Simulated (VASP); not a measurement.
# Hf in VASP: single point with PBE

Aim: the single point of Hf with PBE.

Program: VASP 6.6.1. These are calculated values, not measurements. Logs are shortened: lines on timing, memory, paths and dates and some standing lists are left out, and cuts for length are marked.

## (1) The cell of the first run

The cell holds a slab with vacuum, 4 atoms: a = 3.203 Å, b = 3.203 Å, c = 20.609 Å, α = 90.00°, β = 90.00°, γ = 120.00°.

## (2) Single point, PBE

The input, INCAR:

```
SYSTEM = Hf
PREC     = Accurate       ! precision mode
ENCUT    = 520            ! plane-wave cutoff, eV
EDIFF    = 1E-6           ! SCF threshold, eV
ISMEAR   = -1             ! smearing method
SIGMA    = 0.1            ! smearing width, eV
LREAL    = .False.        ! projectors in reciprocal space
LASPH    = .True.         ! aspherical terms in the spheres
NELM     = 100            ! most SCF steps
ALGO     = Normal         ! electronic algorithm
ISIF     = 2              ! what is computed and relaxed
LWAVE    = .False.        ! write WAVECAR
LCHARG   = .False.        ! write CHGCAR
LDIPOL   = .True.       
IDIPOL   = 3            
DIPOL    = 0.5 0.5 0.500
GGA      = PE             ! functional
NBANDS   = 28             ! bands
```

The input, KPOINTS:

```
Automatic mesh
0
Gamma
  12 12 1
  0 0 0
```

The input, POSCAR:

```
Hf
1.0
    3.2032284299      0.0000000000      0.0000000000
   -1.6016142150      2.7740771944      0.0000000000
    0.0000000000      0.0000000000     20.6094000000
Hf
4
Direct
    0.8333333333      0.1666666667      0.3204937889
    0.1666666667      0.8333333333      0.4353237952
    0.8333333333      0.1666666667      0.5646762081
    0.1666666667      0.8333333333      0.6795062078
```

Potentials or basis: VASP PAW PBE potentials, release 64 (Hf_pv).

On the command line:

```
$ cat potpaw_PBE.64/Hf_pv/POTCAR > POTCAR
$ mpirun -np 1 vasp_std > vasp.out
```

OUTCAR:

```text
SYSTEM = Hf
   PREC = Accurate
   ENCUT = 520
   EDIFF = 1E-6
   ISMEAR = -1
   LREAL = .False.
   LASPH = .True.
   NELM = 100
   ISIF = 2
   GGA = PE

 ion  position               nearest neighbor table
   1  0.833  0.167  0.320-   2 3.00   2 3.00   2 3.00
   2  0.167  0.833  0.435-   1 3.00   1 3.00   1 3.00   3 3.24   3 3.24   3 3.24
   3  0.833  0.167  0.565-   4 3.00   4 3.00   4 3.00   2 3.24   2 3.24   2 3.24
   4  0.167  0.833  0.680-   3 3.00   3 3.00   3 3.00

  LATTYP: Found a hexagonal cell.
 ALAT       =     3.2032284299
 C/A-ratio  =     6.4339463922

  Lattice vectors:

 A1 = (   3.2032284299,   0.0000000000,   0.0000000000)
 A2 = (  -1.6016142150,   2.7740771944,   0.0000000000)
 A3 = (   0.0000000000,   0.0000000000,  20.6094000000)

Analysis of symmetry for initial positions (statically):
=====================================================================
 Subroutine PRICEL returns:
 Original cell was already a primitive cell.

 Routine SETGRP: Setting up the symmetry group for a
 hexagonal supercell.

 Subroutine GETGRP returns: Found 12 space group operations
 (whereof  4 operations were pure point group operations)
 out of a pool of 24 trial point group operations.

The static configuration has the point symmetry C_2h.
 The point group associated with its full space group is D_3d.

Analysis of symmetry for dynamics (positions and initial velocities):
=====================================================================
 Subroutine PRICEL returns:
 Original cell was already a primitive cell.

 Routine SETGRP: Setting up the symmetry group for a
 hexagonal supercell.

 Subroutine GETGRP returns: Found 12 space group operations
 (whereof  4 operations were pure point group operations)
 out of a pool of 24 trial point group operations.

The dynamic configuration has the point symmetry C_2h.
 The point group associated with its full space group is D_3d.

 Subroutine INISYM returns: Found 12 space group operations
 (whereof  4 operations are pure point group operations),
 and found     1 'primitive' translations

----------------------------------------------------------------------------------------

                                     Primitive cell

  volume of cell :     183.1352

  direct lattice vectors                    reciprocal lattice vectors
     3.203228430  0.000000000  0.000000000     0.312185041  0.180240118  0.000000000
    -1.601614215  2.774077194  0.000000000     0.000000000  0.360480235  0.000000000
     0.000000000  0.000000000 20.609400000     0.000000000  0.000000000  0.048521548

  length of vectors
     3.203228430  3.203228430 20.609400000     0.360480235  0.360480235  0.048521548

  position of ions in fractional coordinates (direct lattice)
     0.833333333  0.166666667  0.320493789
     0.166666667  0.833333333  0.435323795
     0.833333333  0.166666667  0.564676208
     0.166666667  0.833333333  0.679506208

  ion indices of the primitive-cell ions
   primitive index   ion index
                 1           1
                 2           2
                 3           3
                 4           4

----------------------------------------------------------------------------------------

 KPOINTS: Automatic mesh

Automatic generation of k-mesh.
 Grid dimensions read from file:
 generate k-points for:   12   12    1

 Generating k-lattice:

  Cartesian coordinates                     Fractional coordinates (reciprocal lattice)
     0.026015420  0.015020010  0.000000000     0.083333333 -0.000000000  0.000000000
     0.000000000  0.030040020  0.000000000     0.000000000  0.083333333  0.000000000
     0.000000000  0.000000000  0.048521548     0.000000000  0.000000000  1.000000000

  Length of vectors
     0.030040020  0.030040020  0.048521548

  Shift w.r.t. Gamma in fractional coordinates (k-lattice)
     0.000000000  0.000000000  0.000000000

 Subroutine IBZKPT returns following result:
 ===========================================

 Found     19 irreducible k-points:

 Following reciprocal coordinates:
            Coordinates               Weight
  0.000000  0.000000  0.000000      1.000000
  0.083333  0.000000  0.000000      6.000000
  0.166667  0.000000  0.000000      6.000000
  0.250000  0.000000  0.000000      6.000000
  0.333333  0.000000  0.000000      6.000000
  0.416667  0.000000  0.000000      6.000000
[... 11 lines left out ...]
  0.333333  0.250000  0.000000     12.000000
  0.333333  0.333333  0.000000      2.000000
   k-points           NKPTS =     19   k-points in BZ     NKDIM =     19   number of bands    NBANDS=     28
   number of dos      NEDOS =    301   number of ions     NIONS =      4
   total plane-waves  NPLWV =  92160
   dimension x,y,z NGX =    24 NGY =   24 NGZ =  160
   dimension x,y,z NGXF=    48 NGYF=   48 NGZF=  320
   ions per type =               4
   NGX,Y,Z   is equivalent  to a cutoff of  12.46, 12.46, 12.91 a.u.
   NGXF,Y,Z  is equivalent  to a cutoff of  24.91, 24.91, 25.81 a.u.
 SYSTEM =  Hf
   PREC   = accura    normal or accurate (medium, high low for compatibility)
   ISTART =      0    job   : 0-new  1-cont  2-samecut
   ICHARG =      2    charge: 1-file 2-atom 10-const
   ISPIN  =      1    spin polarized calculation?
   LNONCOLLINEAR =      F non collinear calculations
   LSORBIT =      F    spin-orbit coupling
   LASPH  =      T    aspherical Exc in radial PAW
   ENCUT  =  520.0 eV  38.22 Ry    6.18 a.u.   5.96  5.96 38.32*2*pi/ulx,y,z
   NELM   =    100;   NELMIN=  2; NELMDL= -5     # of ELM steps
   EDIFF  = 0.1E-05   stopping-criterion for ELM
   LREAL  =      F    real-space projection
   EDIFFG = 0.1E-04   stopping-criterion for IOM
   NSW    =      0    number of steps for IOM
   IBRION =     -1    ionic relax: 0-MD 1-quasi-New 2-CG
   NFREE  =      0    steps in history (QN), initial steepest desc. (CG)
   ISIF   =      2    stress and relaxation
   ISYM   =      2    0-nonsym 1-usesym 2-fastsym
   POTIM  = 0.5000    time-step for ionic-motion
   TEBEG  =    0.0;   TEEND  =   0.0 temperature during run
   PSTRESS=    0.0 pullay stress
   NELECT =      40.0000    total number of electrons
   NUPDOWN=      -1.0000    fix difference up-down
   EMIN   =  10.00;   EMAX   =-10.00  energy-range for DOS
   EFERMI =   0.00;   METHOD = LEGACY
   ISMEAR =    -1;   SIGMA  =   0.10  broadening in eV -4-tet -1-fermi 0-gaus
   EFERMI_NEDOS =   21; number of points for ismear=-14 and -15
   IALGO  =     38    algorithm
   IMIX   =      4    mixing-type and parameters
     AMIX     =   0.40;   BMIX     =  1.00
     AMIX_MAG =   1.60;   BMIX_MAG =  1.00
  volume/ion in A,a.u.               =      45.78       308.96
  Fermi-wavevector in a.u.,A,eV,Ry     =   0.985911  1.863101 13.225133  0.972020
  Thomas-Fermi vector in A             =   2.117253
   LORBIT       =      0    0 simple, 1 ext, 2 COOP (PROOUT), +10 PAW based schemes
   GGA     = PE    functional components
[... 5 lines left out ...]
 non-spin polarized calculation
  energy-cutoff  :      520.00
  volume of cell :      183.14
 maximum number of plane-waves:      4986
 NGX is ok and might be reduce to    24
   NGX = 11   NGY = 11   NGZ = 77

 dipolmoment           0.000000      0.000000      0.000000 electrons x Angstroem

 number of electron      40.0000004 magnetization

 dipolmoment           0.000000      0.000000     -0.000000 electrons x Angstroem

 Free energy of the ion-electron system (eV)
  ---------------------------------------------------
  ext. energy  EPLUGINS =         0.00000000
  ---------------------------------------------------
  free energy    TOTEN  =       -37.88301604 eV

  energy without entropy =      -37.70490930  energy(sigma->0) =      -37.79396267

 E-fermi :   0.3138     XC(G=0):  -6.4671

 val. band max:        0.3134842975   @ k =   0.0000   0.0000   0.0000
 cond. band min:       0.3302996505   @ k =   0.3333   0.1667   0.0000
 fundamental gap:      0.0168153530
 Fermi energy:         0.3138184794

 k-point     1 :       0.0000    0.0000    0.0000
  band No.  band energies     occupation
      1     -30.7855      2.00000
      2     -30.7171      2.00000
      3     -30.1733      2.00000
      4     -30.1733      2.00000
      5     -30.1723      2.00000
      6     -30.1723      2.00000
[... 20 lines left out ...]
     27       1.9648      0.00000
     28       1.9844      0.00000

 k-point     2 :       0.0833    0.0000    0.0000
  band No.  band energies     occupation
      1     -30.7730      2.00000
      2     -30.7104      2.00000
      3     -30.2401      2.00000
      4     -30.2173      2.00000
      5     -30.1831      2.00000
      6     -30.1819      2.00000
[... 20 lines left out ...]
     27       1.8922      0.00000
     28       2.0693      0.00000

 k-point     3 :       0.1667    0.0000    0.0000
  band No.  band energies     occupation
      1     -30.7393      2.00000
      2     -30.6936      2.00000
      3     -30.3540      2.00000
      4     -30.3297      2.00000
      5     -30.2097      2.00000
      6     -30.2080      2.00000
[... 20 lines left out ...]
     27       2.1728      0.00000
     28       2.2202      0.00000

 k-point     4 :       0.2500    0.0000    0.0000
  band No.  band energies     occupation
      1     -30.6971      2.00000
      2     -30.6770      2.00000
      3     -30.4918      2.00000
      4     -30.4728      2.00000
      5     -30.2458      2.00000
      6     -30.2433      2.00000
[... 20 lines left out ...]
     27       2.6519      0.00000
     28       2.9329      0.00000

 k-point     5 :       0.3333    0.0000    0.0000
  band No.  band energies     occupation
      1     -30.6850      2.00000
      2     -30.6733      2.00000
      3     -30.6117      2.00000
      4     -30.5997      2.00000
      5     -30.2815      2.00000
      6     -30.2783      2.00000
[... 20 lines left out ...]
     27       3.2193      0.00000
     28       3.2743      0.00000

 k-point     6 :       0.4167    0.0000    0.0000
  band No.  band energies     occupation
      1     -30.7435      2.00000
      2     -30.7242      2.00000
      3     -30.6654      2.00000
      4     -30.6304      2.00000
      5     -30.3075      2.00000
      6     -30.3037      2.00000
[... 308 lines left out ...]
      5     -30.4215      2.00000
      6     -30.4179      2.00000
[... 20 lines left out ...]
     27       3.5034      0.00000
     28       4.1673      0.00000

 k-point    17 :       0.2500    0.2500    0.0000
  band No.  band energies     occupation
      1     -30.6769      2.00000
      2     -30.6719      2.00000
      3     -30.6085      2.00000
      4     -30.6060      2.00000
      5     -30.4641      2.00000
      6     -30.4397      2.00000
[... 20 lines left out ...]
     27       3.2955      0.00000
     28       3.6360      0.00000

 k-point    18 :       0.3333    0.2500    0.0000
  band No.  band energies     occupation
      1     -30.6741      2.00000
      2     -30.6667      2.00000
      3     -30.6189      2.00000
      4     -30.6027      2.00000
      5     -30.5069      2.00000
      6     -30.4982      2.00000
[... 20 lines left out ...]
     27       3.5034      0.00000
     28       4.1281      0.00000

 k-point    19 :       0.3333    0.3333    0.0000
  band No.  band energies     occupation
      1     -30.6269      2.00000
      2     -30.6269      2.00000
      3     -30.5946      2.00000
      4     -30.5946      2.00000
      5     -30.5809      2.00000
      6     -30.5730      2.00000
[... 20 lines left out ...]
     27       3.6691      0.00000
     28       4.3097      0.00000

------------------------ aborting loop because EDIFF is reached ----------------------------------------

 vacuum level on the upper side and lower side of the slab       (xc-potential included)        -0.351        -0.351

  FORCE on cell =-STRESS in cart. coord.  units (eV):
  Direction    XX          YY          ZZ          XY          YZ          ZX
  --------------------------------------------------------------------------------------
  -------------------------------------------------------------------------------------
  Total       -1.1874606     -1.1874606     -0.2690007      0.0000000      0.0000000      0.0000000
  in kB      -10.3886232    -10.3886232     -2.3533807      0.0000000      0.0000000      0.0000000
  external PRESSURE =      -7.7102090 kB  Pullay stress =       0.0000000 kB

 VOLUME and BASIS-vectors are now :
 -----------------------------------------------------------------------------
  energy-cutoff  :      520.00
  volume of cell :      183.14
      direct lattice vectors                 reciprocal lattice vectors
     3.203228430  0.000000000  0.000000000     0.312185041  0.180240118  0.000000000
    -1.601614215  2.774077194  0.000000000     0.000000000  0.360480235  0.000000000
     0.000000000  0.000000000 20.609400000     0.000000000  0.000000000  0.048521548

 POSITION                                       TOTAL-FORCE (eV/Angst)
 -----------------------------------------------------------------------------------
      2.40242      0.46235      6.60518         0.000000     -0.000000      0.046780
     -0.80081      2.31173      8.97176         0.000000     -0.000000     -0.033978
      2.40242      0.46235     11.63764        -0.000000      0.000000      0.033978
     -0.80081      2.31173     14.00422         0.000000     -0.000000     -0.046780
 -----------------------------------------------------------------------------------
    total drift:                               -0.000000      0.000000     -0.000001

  FREE ENERGIE OF THE ION-ELECTRON SYSTEM (eV)
  ---------------------------------------------------
  free  energy   TOTEN  =       -37.8830160383 eV

  energy  without entropy=      -37.7049092987  energy(sigma->0) =      -37.79396267

 vacuum level on the upper side and lower side of the slab         4.328         4.328
```

Run time: 2.6 min. Hardware: 1 thread of Intel Xeon 6975P-C, shared host; peak memory 0.32 GiB.

What came out:

```
Free energy            : -37.8830 eV
Largest force          : 0.047 eV/Å
Band gap on the k mesh : zero (band 20 reaches 1.33 eV, above the bottom of band 21 at -0.19 eV)
```

Forces in eV/Å, atoms in the order of the input:
```
Hf   0.000  0.000  0.047
Hf   0.000  0.000 -0.034
Hf   0.000  0.000  0.034
Hf   0.000  0.000 -0.047
```

Levels at points of the mesh, in eV from the Fermi level:
```csv
k point,band 17,band 18,band 19,band 20,band 21,band 22,band 23,band 24
"(0.00, 0.00, 0.00)",-0.34,0.00,0.48,1.02,1.02,1.11,1.11,1.15
"(0.50, 0.00, 0.00)",-1.71,-1.33,-0.86,0.17,0.59,1.09,1.33,1.41
```

Caveat: spin-orbit coupling is left out, which moves the levels of the heavy elements.
